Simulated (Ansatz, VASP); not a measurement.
# One calculation of ZnS, two programs

POSCAR

```
ZnS
1.0
    0.0000000000      2.7452197500      2.6640802500
    2.7452197500      0.0000000000      2.6640802500
    2.7452197500      2.7452197500      0.0000000000
Zn S
1 1
Direct
    0.0000000000      0.0000000000      0.0000000000
    0.7500000000      0.7500000000      0.7500000000
```

File INCAR.step1:

```
SYSTEM = ZnS
PREC = Accurate
ENCUT = 520
ISMEAR = 0
SIGMA = 0.05
LREAL = .FALSE.
LASPH = .TRUE.
NELM = 80
NBANDS = 16
GGA = PE
ALGO = Normal
EDIFF = 1E-4
LWAVE = .TRUE.
LCHARG = .FALSE.
```

The input INCAR.step2:

```
SYSTEM = ZnS
PREC = Accurate
ENCUT = 520
EDIFF = 1E-6
ISMEAR = 0
SIGMA = 0.05
LREAL = .FALSE.
LASPH = .TRUE.
NELM = 80
ALGO = Normal
ISIF = 2
LWAVE = .FALSE.
LCHARG = .TRUE.
METAGGA = R2SCAN
LMIXTAU = .TRUE.
LELF = .TRUE.
LVHAR = .TRUE.
NBANDS = 16
ISTART = 1
```

The input KPOINTS:

```
regular mesh
0
G
  8 8 8
  0 0 0
```

Input for Ansatz:

```yaml
crystal:
  lattice:
    - [0.0, 2.74521975, 2.66408025]
    - [2.74521975, 0.0, 2.66408025]
    - [2.74521975, 2.74521975, 0.0]
  atoms:
    - { symbol: Zn, position: [0.0, 0.0, 0.0] }
    - { symbol: S, position: [0.75, 0.75, 0.75] }
basis:
  ecutwfc: 500
kpoints:
  mp_grid: { grid: [8, 8, 8] }
hamiltonian:
  xc: r2scan
scf:
  occupations: { method: gaussian, width: 0.05 }
output:
  forces: true
  stress: true
  eigenvalues: true
```

Change from the starting cell: strain +0.015 along x and y, -0.015 along z, atoms carried along.

Alike in both runs: task single point; functional r2SCAN; k mesh 8 × 8 × 8; occupations gaussian, width 0.05 eV; no spin polarisation.

```csv
,VASP,Ansatz
version,VASP 6.6.1,Ansatz 0.2.0
potentials or method,"VASP PAW PBE potentials, release 64 (Zn, S), cutoff 520 eV","scalar-relativistic, plane waves, PAW"
valence electrons in the cell,18,18
```

|  | VASP | Ansatz | Ansatz less VASP |
| --- | --- | --- | --- |
| gap on the k mesh at the Fermi level (eV) | 2.52 | 2.51 | -0.009 |
| least direct gap on the mesh (eV) | 2.52 | 2.51 | -0.009 |
| pressure (GPa) | -2.0 | -1.9 | +0.02 |
| traceless stress, the component that is largest in VASP (GPa) | 0.82 | 0.83 | +0.011 |

VASP's potentials were made for PBE, not for r2SCAN.
